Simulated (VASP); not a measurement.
# ScIn2Se2 (P-6m2) in VASP: further runs, part 2 of 2

VASP 6.6.1.

## (4) Single point, PBE

INCAR reads:

```
PREC = Accurate
ENCUT = 520
EDIFF = 1E-7
ISMEAR = 0
SIGMA = 0.1
LREAL = False
LASPH = True
NELM = 100
ALGO = Normal
ISIF = 2
LWAVE = False
LCHARG = False
GGA = PE
NBANDS = 32
```

KPOINTS reads:

```
regular mesh
0
Gamma
  12 12 4
```

POSCAR reads:

```
ScIn2Se2
1.0
    3.7363251473      0.0000000000      0.0000000000
   -1.8681625737      3.2357524944      0.0000000000
    0.0000000000      0.0000000000     11.2465044093
Sc In Se
1 2 2
Direct
    0.0000000000      0.0000000000      0.0000000000
    0.6666666667      0.3333333333      0.3602697748
    0.6666666667      0.3333333333      0.6397302252
    0.3333333333      0.6666666667      0.1480387192
    0.3333333333      0.6666666667      0.8519612808
```

Potentials or basis: VASP PAW PBE potentials, release 64 (Sc_sv, In_d, Se).

Command:

```console
$ cat potpaw_PBE.64/Sc_sv/POTCAR potpaw_PBE.64/In_d/POTCAR potpaw_PBE.64/Se/POTCAR > POTCAR
$ mpirun -np 1 vasp_std > vasp.out
```

OUTCAR:

```text
PREC = Accurate
   ENCUT = 520
   EDIFF = 1E-7
   ISMEAR = 0
   LREAL = False
   LASPH = True
   NELM = 100
   ISIF = 2
   GGA = PE

 ion  position               nearest neighbor table
   1  0.000  0.000  0.000-   4 2.72   5 2.72   4 2.72   5 2.72   4 2.72   5 2.72
   2  0.667  0.333  0.360-   3 3.14   4 3.22   4 3.22   4 3.22
   3  0.667  0.333  0.640-   2 3.14   5 3.22   5 3.22   5 3.22
   4  0.333  0.667  0.148-   1 2.72   1 2.72   1 2.72   2 3.22   2 3.22   2 3.22
   5  0.333  0.667  0.852-   1 2.72   1 2.72   1 2.72   3 3.22   3 3.22   3 3.22

  LATTYP: Found a hexagonal cell.
 ALAT       =     3.7363251473
 C/A-ratio  =     3.0100443527

  Lattice vectors:

 A1 = (   3.7363251473,   0.0000000000,   0.0000000000)
 A2 = (  -1.8681625737,   3.2357524944,   0.0000000000)
 A3 = (   0.0000000000,   0.0000000000,  11.2465044093)

Analysis of symmetry for initial positions (statically):
=====================================================================
 Subroutine PRICEL returns:
 Original cell was already a primitive cell.

 Routine SETGRP: Setting up the symmetry group for a
[... 176 lines left out ...]

 val. band max:        4.7888845683   @ k =   0.2500   0.2500   0.5000
 cond. band min:       4.9050587063   @ k =   0.3333  -0.0000   0.2500
 fundamental gap:      0.1161741380
 Fermi energy:         4.8491445838

 k-point     1 :       0.0000    0.0000    0.0000
  band No.  band energies     occupation
      1     -45.3456      2.00000
      2     -23.9651      2.00000
      3     -23.9651      2.00000
      4     -23.9331      2.00000
      5     -10.0103      2.00000
      6      -9.8448      2.00000
[... 829 lines left out ...]
     31       7.6710      0.00000
     32       8.0805      0.00000

 [... further k-points ...]

------------------------ aborting loop because EDIFF is reached ----------------------------------------

  FORCE on cell =-STRESS in cart. coord.  units (eV):
  Direction    XX          YY          ZZ          XY          YZ          ZX
  --------------------------------------------------------------------------------------
  -------------------------------------------------------------------------------------
  Total        0.0674061      0.0674061      0.0695276     -0.0000000      0.0000000      0.0000000
  in kB        0.7942772      0.7942772      0.8192761     -0.0000000      0.0000000      0.0000000
  external PRESSURE =       0.8026102 kB  Pullay stress =       0.0000000 kB

 VOLUME and BASIS-vectors are now :
 -----------------------------------------------------------------------------
  energy-cutoff  :      520.00
  volume of cell :      135.97
      direct lattice vectors                 reciprocal lattice vectors
     3.736325147  0.000000000  0.000000000     0.267642660  0.154523562  0.000000000
    -1.868162574  3.235752494  0.000000000     0.000000000  0.309047123  0.000000000
     0.000000000  0.000000000 11.246504409     0.000000000  0.000000000  0.088916517

 POSITION                                       TOTAL-FORCE (eV/Angst)
 -----------------------------------------------------------------------------------
      0.00000      0.00000      0.00000         0.000000     -0.000000      0.000000
      1.86816      1.07858      4.05178        -0.000000      0.000000      0.005181
      1.86816      1.07858      7.19473         0.000000      0.000000     -0.005181
     -0.00000      2.15717      1.66492         0.000000     -0.000000      0.025832
     -0.00000      2.15717      9.58159         0.000000     -0.000000     -0.025832
 -----------------------------------------------------------------------------------
    total drift:                               -0.000000      0.000000      0.000000

  FREE ENERGIE OF THE ION-ELECTRON SYSTEM (eV)
  ---------------------------------------------------
  free  energy   TOTEN  =       -22.3953689842 eV

  energy  without entropy=      -22.3919186708  energy(sigma->0) =      -22.39364383
```

Wall time 2 min (1 thread of Intel Xeon 6975P-C (Granite Rapids), shared host); peak memory 0.4 GiB.

What came out:

- Free energy: -22.3954 eV
- Pressure: 0.1 GPa
- Largest force: 0.026 eV/Å
- Band gap on the k mesh: zero (an odd number of electrons rules out a gap without spin polarisation)

Forces on the atoms (eV/Å):
```
Sc   0.000  0.000  0.000
In   0.000  0.000  0.005
In   0.000  0.000 -0.005
Se   0.000  0.000  0.026
Se   0.000  0.000 -0.026
```

Levels at points of the mesh, in eV from the Fermi level:
| k point | band 21 | band 22 | band 23 | band 24 | band 25 | band 26 | band 27 | band 28 |
| --- | --- | --- | --- | --- | --- | --- | --- | --- |
| (0.00, 0.00, 0.00) | -1.91 | -1.22 | -1.22 | -0.84 | 0.27 | 1.73 | 2.19 | 2.19 |
| (0.50, 0.00, 0.00) | -3.15 | -2.40 | -1.95 | -1.38 | -1.19 | 0.10 | 0.64 | 1.51 |
| (0.00, 0.00, 0.50) | -1.91 | -1.91 | -1.22 | -1.22 | 1.38 | 2.19 | 2.19 | 2.19 |
| (0.50, 0.00, 0.50) | -2.61 | -2.40 | -2.32 | -1.94 | -0.70 | 0.22 | 0.36 | 2.19 |

Caveat: spin-orbit coupling is left out, which moves the levels of the heavy elements.

## (5) Summary

```csv
task,cell,k mesh,cutoff (eV),smearing,gap on the mesh (eV),pressure (GPa),largest force (eV/Å)
single point,"a = 3.733, b = 3.733, c = 11.260 Å, angles 90.0, 90.0, 120.0°, 5 atoms, atomic positions A",5 × 5 × 2,520,gaussian 0.2 eV,none,0.1,0.03
relaxation of cell and atoms,"relaxed from a = 3.950, b = 3.950, c = 8.880 Å, angles 90.0, 90.0, 120.0°, 5 atoms, atomic positions B",5 × 5 × 2,600,gaussian 0.2 eV,none,0.0,0.02
single point,"a = 3.736, b = 3.736, c = 11.247 Å, angles 90.0, 90.0, 120.0°, 5 atoms, atomic positions A",12 × 12 × 4,520,gaussian 0.1 eV,none,0.1,0.03
```

Alike in all rows: level PBE; potentials or basis VASP PAW PBE potentials, release 64 (Sc_sv, In_d, Se); no spin polarisation.

Caveats: some runs use coarse meshes; spin-orbit coupling is left out, which moves the levels of the heavy elements; a cell axis changed by over 15 % at a fixed basis, so the end point is rough (at least some runs).

Total energies depend on the potentials used, so only differences within one code and one set of settings carry meaning.
